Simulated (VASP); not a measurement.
# K (P4/mmm) in VASP: notebook

Runs on K. Level: PBE. Tasks: single point.

Everything below comes from runs of VASP 6.6.1. Logs are shortened: lines on timing, memory, paths and dates and some standing lists are left out, and cuts for length are marked.

**1. The cell of the first run**

Symmetry: P4/mmm, No. 123, tetragonal system. The conventional cell has a = 4.310 Å, b = 4.310 Å, c = 4.181 Å, α = 90.00°, β = 90.00°, γ = 90.00°. K (site symmetry 4/mmm) has 6 K at 4.18 to 4.31 Å within 5.5 Å.

**2. Single point, PBE (strain -0.0300 x Voigt [1, 0, 0, 0, 0, 0])**

Contents of INCAR:

```
SYSTEM = K
PREC = Accurate ; ENCUT = 520
EDIFF = 1E-6 ; ISMEAR = 0
SIGMA = 0.15 ; LREAL = .FALSE.
LASPH = .TRUE. ; NELM = 60
ALGO = Fast ; ISIF = 2
LWAVE = .FALSE. ; LCHARG = .FALSE.
GGA = PE ; NBANDS = 10
```

Contents of KPOINTS:

```
Automatic mesh
0
G
  12 12 12
  0 0 0
```

Contents of POSCAR:

```
K
1.0
    4.1811263053      0.0000000000      0.0000000000
    0.0000000000      4.3104394900      0.0000000000
    0.0000000000      0.0000000000      4.3104394900
K
1
Direct
    0.0000000000      0.0000000000      0.0000000000
```

Potentials or basis: VASP PAW PBE potentials, release 64 (K_sv).

Run with:

```sh
$ cat potpaw_PBE.64/K_sv/POTCAR > POTCAR
$ mpirun -np 1 vasp_std > vasp.out
```

OUTCAR:

```text
SYSTEM = K
   PREC = Accurate
   ENCUT = 520
   EDIFF = 1E-6
   ISMEAR = 0
   LREAL = .FALSE.
   LASPH = .TRUE.
   NELM = 60
   ISIF = 2
   GGA = PE

 ion  position               nearest neighbor table
   1  0.000  0.000  0.000-

  LATTYP: Found a simple tetragonal cell.
 ALAT       =     4.3104394900
 C/A-ratio  =     0.9700000000

  Lattice vectors:

 A1 = (   0.0000000000,   4.3104394900,   0.0000000000)
 A2 = (   0.0000000000,   0.0000000000,   4.3104394900)
 A3 = (   4.1811263053,   0.0000000000,   0.0000000000)

Analysis of symmetry for initial positions (statically):
=====================================================================
 Subroutine PRICEL returns:
 Original cell was already a primitive cell.

 Routine SETGRP: Setting up the symmetry group for a
 simple tetragonal supercell.

 Subroutine GETGRP returns: Found 16 space group operations
 (whereof 16 operations were pure point group operations)
 out of a pool of 16 trial point group operations.

The static configuration has the point symmetry D_4h.

Analysis of symmetry for dynamics (positions and initial velocities):
=====================================================================
 Subroutine PRICEL returns:
 Original cell was already a primitive cell.

 Routine SETGRP: Setting up the symmetry group for a
 simple tetragonal supercell.

 Subroutine GETGRP returns: Found 16 space group operations
 (whereof 16 operations were pure point group operations)
 out of a pool of 16 trial point group operations.

The dynamic configuration has the point symmetry D_4h.

 Subroutine INISYM returns: Found 16 space group operations
 (whereof 16 operations are pure point group operations),
 and found     1 'primitive' translations

----------------------------------------------------------------------------------------

                                     Primitive cell

  volume of cell :      77.6849

  direct lattice vectors                    reciprocal lattice vectors
     4.181126305  0.000000000  0.000000000     0.239170005  0.000000000  0.000000000
     0.000000000  4.310439490  0.000000000     0.000000000  0.231994905  0.000000000
     0.000000000  0.000000000  4.310439490     0.000000000  0.000000000  0.231994905

  length of vectors
     4.181126305  4.310439490  4.310439490     0.239170005  0.231994905  0.231994905

  position of ions in fractional coordinates (direct lattice)
     0.000000000  0.000000000  0.000000000

  ion indices of the primitive-cell ions
   primitive index   ion index
                 1           1

----------------------------------------------------------------------------------------

 KPOINTS: Automatic mesh

Automatic generation of k-mesh.
 Grid dimensions read from file:
 generate k-points for:   12   12   12

 Generating k-lattice:

  Cartesian coordinates                     Fractional coordinates (reciprocal lattice)
     0.019930834  0.000000000  0.000000000     0.083333333  0.000000000  0.000000000
     0.000000000  0.019332909  0.000000000     0.000000000  0.083333333  0.000000000
     0.000000000  0.000000000  0.019332909     0.000000000  0.000000000  0.083333333

  Length of vectors
     0.019930834  0.019332909  0.019332909

  Shift w.r.t. Gamma in fractional coordinates (k-lattice)
     0.000000000  0.000000000  0.000000000

 Subroutine IBZKPT returns following result:
 ===========================================

 Found    196 irreducible k-points:

 Following reciprocal coordinates:
            Coordinates               Weight
  0.000000  0.000000  0.000000      1.000000
  0.083333  0.000000  0.000000      2.000000
  0.166667  0.000000  0.000000      2.000000
  0.250000  0.000000  0.000000      2.000000
  0.333333  0.000000  0.000000      2.000000
  0.416667  0.000000  0.000000      2.000000
[... 16 lines left out ...]
  0.083333  0.250000  0.000000      8.000000
  0.166667  0.250000  0.000000      8.000000
 [... further k-points ...]
   k-points           NKPTS =    196   k-points in BZ     NKDIM =    196   number of bands    NBANDS=     10
   number of dos      NEDOS =    301   number of ions     NIONS =      1
   total plane-waves  NPLWV =  32768
   dimension x,y,z NGX =    32 NGY =   32 NGZ =   32
   dimension x,y,z NGXF=    64 NGYF=   64 NGZF=   64
   ions per type =               1
   NGX,Y,Z   is equivalent  to a cutoff of  12.72, 12.34, 12.34 a.u.
   NGXF,Y,Z  is equivalent  to a cutoff of  25.45, 24.68, 24.68 a.u.
 SYSTEM =  K
   PREC   = accura    normal or accurate (medium, high low for compatibility)
   ISTART =      0    job   : 0-new  1-cont  2-samecut
   ICHARG =      2    charge: 1-file 2-atom 10-const
   ISPIN  =      1    spin polarized calculation?
   LNONCOLLINEAR =      F non collinear calculations
   LSORBIT =      F    spin-orbit coupling
   LASPH  =      T    aspherical Exc in radial PAW
   ENCUT  =  520.0 eV  38.22 Ry    6.18 a.u.   7.77  8.01  8.01*2*pi/ulx,y,z
   NELM   =     60;   NELMIN=  2; NELMDL= -5     # of ELM steps
   EDIFF  = 0.1E-05   stopping-criterion for ELM
   LREAL  =      F    real-space projection
   EDIFFG = 0.1E-04   stopping-criterion for IOM
   NSW    =      0    number of steps for IOM
   IBRION =     -1    ionic relax: 0-MD 1-quasi-New 2-CG
   NFREE  =      0    steps in history (QN), initial steepest desc. (CG)
   ISIF   =      2    stress and relaxation
   ISYM   =      2    0-nonsym 1-usesym 2-fastsym
   POTIM  = 0.5000    time-step for ionic-motion
   TEBEG  =    0.0;   TEEND  =   0.0 temperature during run
   PSTRESS=    0.0 pullay stress
   NELECT =       9.0000    total number of electrons
   NUPDOWN=      -1.0000    fix difference up-down
   EMIN   =  10.00;   EMAX   =-10.00  energy-range for DOS
   EFERMI =   0.00;   METHOD = LEGACY
   ISMEAR =     0;   SIGMA  =   0.15  broadening in eV -4-tet -1-fermi 0-gaus
   EFERMI_NEDOS =   21; number of points for ismear=-14 and -15
   IALGO  =     68    algorithm
   IMIX   =      4    mixing-type and parameters
     AMIX     =   0.40;   BMIX     =  1.00
     AMIX_MAG =   1.60;   BMIX_MAG =  1.00
  volume/ion in A,a.u.               =      77.68       524.24
  Fermi-wavevector in a.u.,A,eV,Ry     =   0.798075  1.508142  8.665866  0.636923
  Thomas-Fermi vector in A             =   1.904915
   LORBIT       =      0    0 simple, 1 ext, 2 COOP (PROOUT), +10 PAW based schemes
   GGA     = PE    functional components
   LHFCALC =     F    Hartree Fock is set to
   AEXX    =    0.0000 exact exchange contribution
   IVDW    =     0    specifies the selected vdW correction
   LEPSILON=     F    determine dielectric tensor
   LRPA    =     F    only Hartree local field effects (RPA)
 non-spin polarized calculation
 RMM-DIIS sequential band-by-band and
 Gauss-broadening in eV      SIGMA  =   0.15
  energy-cutoff  :      520.00
  volume of cell :       77.68
 maximum number of plane-waves:      2124
 NGX is ok and might be reduce to    32
   NGX = 15   NGY = 17   NGZ = 17

 number of electron       9.0000000 magnetization

 Free energy of the ion-electron system (eV)
  ---------------------------------------------------
  ext. energy  EPLUGINS =         0.00000000
  ---------------------------------------------------
  free energy    TOTEN  =        -0.94540786 eV

  energy without entropy =       -0.93618968  energy(sigma->0) =       -0.94079877

 E-fermi :  -0.2006     XC(G=0):  -5.5114

 val. band max:       -0.2008885635   @ k =   0.2500   0.4167   0.0833
 cond. band min:      -0.1986240691   @ k =   0.4167   0.2500   0.0000
 fundamental gap:      0.0022644944
 Fermi energy:        -0.2005724975

 k-point     1 :       0.0000    0.0000    0.0000
  band No.  band energies     occupation
      1     -32.5416      2.00000
      2     -15.9820      2.00000
      3     -15.9820      2.00000
      4     -15.9753      2.00000
      5      -2.2963      2.00000
      6       2.6448      0.00000
      7       2.7227      0.00000
      8       6.0294      0.00000
      9       6.0682      0.00000
     10       6.0711      0.00000

 k-point     2 :       0.0833    0.0000    0.0000
  band No.  band energies     occupation
      1     -32.5412      2.00000
      2     -15.9828      2.00000
      3     -15.9813      2.00000
      4     -15.9813      2.00000
      5      -2.2275      2.00000
      6       2.6786      0.00000
      7       2.6811      0.00000
      8       5.5938      0.00000
      9       5.5959      0.00000
     10       6.1548      0.00000

 k-point     3 :       0.1667    0.0000    0.0000
  band No.  band energies     occupation
      1     -32.5401      2.00000
      2     -16.0034      2.00000
      3     -15.9795      2.00000
      4     -15.9795      2.00000
      5      -2.0236      2.00000
      6       2.4799      0.00000
      7       2.7858      0.00000
      8       5.1812      0.00000
      9       5.1837      0.00000
     10       5.7410      0.00000

 k-point     4 :       0.2500    0.0000    0.0000
  band No.  band energies     occupation
      1     -32.5385      2.00000
      2     -16.0312      2.00000
      3     -15.9770      2.00000
      4     -15.9770      2.00000
      5      -1.6922      2.00000
      6       2.0279      0.00000
      7       2.9436      0.00000
      8       4.8367      0.00000
      9       4.8367      0.00000
     10       5.6472      0.00000

 k-point     5 :       0.3333    0.0000    0.0000
  band No.  band energies     occupation
      1     -32.5370      2.00000
      2     -16.0588      2.00000
      3     -15.9745      2.00000
      4     -15.9745      2.00000
      5      -1.2445      2.00000
      6       1.3763      0.00000
      7       3.1241      0.00000
      8       4.5776      0.00000
      9       4.5776      0.00000
     10       5.9506      0.00000

 k-point     6 :       0.4167    0.0000    0.0000
  band No.  band energies     occupation
      1     -32.5359      2.00000
      2     -16.0789      2.00000
      3     -15.9727      2.00000
      4     -15.9727      2.00000
      5      -0.6952      2.00000
      6       0.6588      0.00000
      7       3.2763      0.00000
      8       4.4168      0.00000
      9       4.4168      0.00000
     10       6.1401      0.00000
[... 183 lines left out ...]
 k-point    21 :       0.5000    0.1667    0.0000
  band No.  band energies     occupation
      1     -32.5345      2.00000
      2     -16.0835      2.00000
      3     -15.9921      2.00000
      4     -15.9704      2.00000
      5       0.1371      0.00146
      6       0.1812      0.00032
      7       3.3566      0.00000
      8       3.7040      0.00000
      9       4.4566      0.00000
     10       5.6754      0.00000

 k-point    22 :       0.0000    0.2500    0.0000
  band No.  band energies     occupation
      1     -32.5395      2.00000
      2     -16.0241      2.00000
      3     -15.9784      2.00000
      4     -15.9719      2.00000
      5      -1.7304      2.00000
      6       1.8334      0.00000
      7       2.9566      0.00000
      8       4.8477      0.00000
      9       5.0867      0.00000
     10       5.5093      0.00000

 k-point    23 :       0.0833    0.2500    0.0000
  band No.  band energies     occupation
      1     -32.5391      2.00000
      2     -16.0233      2.00000
      3     -15.9793      2.00000
      4     -15.9778      2.00000
      5      -1.6640      2.00000
      6       1.8808      0.00000
      7       2.9400      0.00000
      8       4.7296      0.00000
      9       4.8631      0.00000
     10       5.8904      0.00000

 k-point    24 :       0.1667    0.2500    0.0000
  band No.  band energies     occupation
      1     -32.5380      2.00000
      2     -16.0211      2.00000
      3     -15.9994      2.00000
      4     -15.9760      2.00000
      5      -1.4677      2.00000
      6       2.0194      0.00000
      7       2.8087      0.00000
      8       4.2670      0.00000
      9       4.8922      0.00000
     10       5.6047      0.00000

 [... further k-points ...]
[... 5 lines left out ...]
  --------------------------------------------------------------------------------------
  -------------------------------------------------------------------------------------
  Total        0.1236099     -0.0195345     -0.0195345     -0.0000000      0.0000000     -0.0000000
  in kB        2.5493375     -0.4028815     -0.4028815     -0.0000000      0.0000000     -0.0000000
  external PRESSURE =       0.5811915 kB  Pullay stress =       0.0000000 kB

 VOLUME and BASIS-vectors are now :
 -----------------------------------------------------------------------------
  energy-cutoff  :      520.00
  volume of cell :       77.68
      direct lattice vectors                 reciprocal lattice vectors
     4.181126305  0.000000000  0.000000000     0.239170005  0.000000000  0.000000000
     0.000000000  4.310439490  0.000000000     0.000000000  0.231994905  0.000000000
     0.000000000  0.000000000  4.310439490     0.000000000  0.000000000  0.231994905

 POSITION                                       TOTAL-FORCE (eV/Angst)
 -----------------------------------------------------------------------------------
      0.00000      0.00000      0.00000         0.000000      0.000000      0.000000
 -----------------------------------------------------------------------------------
    total drift:                                0.000000      0.000000      0.000000

  FREE ENERGIE OF THE ION-ELECTRON SYSTEM (eV)
  ---------------------------------------------------
  free  energy   TOTEN  =        -0.9454078622 eV

  energy  without entropy=       -0.9361896800  energy(sigma->0) =       -0.94079877
```

Wall time 43 s (1 thread of Intel Xeon 6975P-C (Granite Rapids), shared host); peak memory 0.26 GiB.

Results:

```
Free energy : -0.9454 eV
Pressure    : 0.1 GPa
```

Caveat: the cell differs from its parent crystal (strain -0.0300 x Voigt [1, 0, 0, 0, 0, 0]).

**3. Single point, PBE (strain +0.0150 x Voigt [1, 0, 0, 0, 0, 0])**

Contents of INCAR:

```
PREC = Accurate
ENCUT = 520
EDIFF = 1E-6
ISMEAR = 0
SIGMA = 0.15
LREAL = False
LASPH = True
NELM = 80
ALGO = Fast
ISIF = 2
LWAVE = False
LCHARG = False
GGA = PE
NBANDS = 10
```

Contents of KPOINTS:

```
Automatic mesh
0
Gamma
  12 12 12
```

Edit POSCAR of step 2 so:

```diff
@@ -2,3 +2,3 @@
 1.0
-    4.1811263053      0.0000000000      0.0000000000
+    4.3750960824      0.0000000000      0.0000000000
     0.0000000000      4.3104394900      0.0000000000
```

Potentials or basis: VASP PAW PBE potentials, release 64 (K_sv).

Run with:

```sh
$ cat potpaw_PBE.64/K_sv/POTCAR > POTCAR
$ mpirun -np 1 vasp_std > vasp.out
```

Run time: 57 s. Hardware: 1 thread of Intel Xeon 6975P-C (Granite Rapids), shared host; peak memory 0.28 GiB.

It converged, with:

```yaml
Free_energy: -0.9465 eV
Pressure: -0.1 GPa
```

Stress tensor (GPa, compression positive):
```
-0.14  0.00  0.00
 0.00 -0.03  0.00
 0.00  0.00 -0.03
```

Levels at points of the mesh, in eV from the Fermi level:
| k point | band 1 | band 2 | band 3 | band 4 | band 5 | band 6 | band 7 | band 8 | band 9 |
| --- | --- | --- | --- | --- | --- | --- | --- | --- | --- |
| (0.00, 0.00, 0.00) | -32.36 | -15.80 | -15.80 | -15.80 | -2.03 | 2.86 | 2.90 | 6.09 | 6.09 |
| (0.50, 0.00, 0.00) | -32.35 | -15.87 | -15.79 | -15.79 | -0.11 | 0.15 | 3.46 | 4.67 | 4.67 |
| (0.00, 0.50, 0.00) | -32.35 | -15.88 | -15.80 | -15.79 | -0.03 | 0.19 | 3.49 | 4.54 | 4.65 |
| (0.50, 0.50, 0.00) | -32.35 | -15.87 | -15.86 | -15.79 | 1.15 | 2.01 | 2.08 | 2.11 | 5.05 |
| (0.00, 0.50, 0.50) | -32.35 | -15.87 | -15.87 | -15.79 | 1.16 | 2.08 | 2.16 | 2.16 | 4.99 |
| (0.50, 0.50, 0.50) | -32.35 | -15.86 | -15.86 | -15.85 | 2.25 | 2.31 | 2.31 | 4.20 | 4.21 |

Caveat: the cell differs from its parent crystal (strain +0.0150 x Voigt [1, 0, 0, 0, 0, 0]).

**4. Single point, PBE (strain +0.0450 x Voigt [1, 0, 0, 0, 0, 0])**

Contents of INCAR:

```
ALGO = Fast
EDIFF = 1E-6
ENCUT = 520
GGA = PE
ISIF = 2
ISMEAR = 0
LASPH = T
LCHARG = T
LELF = T
LREAL = F
LVHAR = T
LWAVE = F
NBANDS = 10
NELM = 60
PREC = Accurate
SIGMA = 0.15
```

Contents of KPOINTS:

```
k-points
0
Gamma
  12 12 12
```

Edit POSCAR of step 3 so:

```diff
@@ -2,3 +2,3 @@
 1.0
-    4.3750960824      0.0000000000      0.0000000000
+    4.5044092670      0.0000000000      0.0000000000
     0.0000000000      4.3104394900      0.0000000000
```

Run with:

```sh
$ cat potpaw_PBE.64/K_sv/POTCAR > POTCAR
$ mpirun -np 1 vasp_std > vasp.out
```

Run time: 53 s. Hardware: 1 thread of Intel Xeon 6975P-C (Granite Rapids), shared host; peak memory 0.28 GiB.

It converged, with:

| Property | Result |
| --- | --- |
| Free energy | -0.9429 eV |
| Pressure | -0.1 GPa |

Stress tensor (GPa, compression positive):
```
-0.33  0.00  0.00
 0.00 -0.02  0.00
 0.00  0.00 -0.02
```

Levels at points of the mesh, in eV from the Fermi level:
```tsv
k point	band 1	band 2	band 3	band 4	band 5	band 6	band 7	band 8	band 9
(0.00, 0.00, 0.00)	-32.37	-15.82	-15.81	-15.81	-1.99	2.81	2.93	5.67	6.13
(0.50, 0.00, 0.00)	-32.37	-15.87	-15.81	-15.81	-0.21	0.10	3.41	4.73	4.73
(0.00, 0.50, 0.00)	-32.37	-15.90	-15.81	-15.81	0.01	0.23	3.48	4.35	4.66
(0.50, 0.50, 0.00)	-32.36	-15.89	-15.86	-15.80	1.17	1.92	1.97	2.05	5.01
(0.00, 0.50, 0.50)	-32.36	-15.88	-15.88	-15.81	1.19	2.14	2.19	2.19	4.84
(0.50, 0.50, 0.50)	-32.36	-15.88	-15.88	-15.86	2.17	2.35	2.35	4.09	4.12
```

Caveat: the cell differs from its parent crystal (strain +0.0450 x Voigt [1, 0, 0, 0, 0, 0]).

**5. The runs side by side**

| cell | gap on the mesh (eV) | pressure (GPa) |
| --- | --- | --- |
| a = 4.181, b = 4.310, c = 4.310 Å, 1 atom | none | 0.1 |
| a = 4.375, b = 4.310, c = 4.310 Å, 1 atom | none | -0.1 |
| a = 4.504, b = 4.310, c = 4.310 Å, 1 atom | none | -0.1 |

Alike in all rows: task single point; level PBE; potentials or basis VASP PAW PBE potentials, release 64 (K_sv); no spin polarisation; k mesh 12 × 12 × 12; cutoff (eV) 520; smearing gaussian 0.15 eV.

Absolute energies hang on the potentials; compare differences alone.
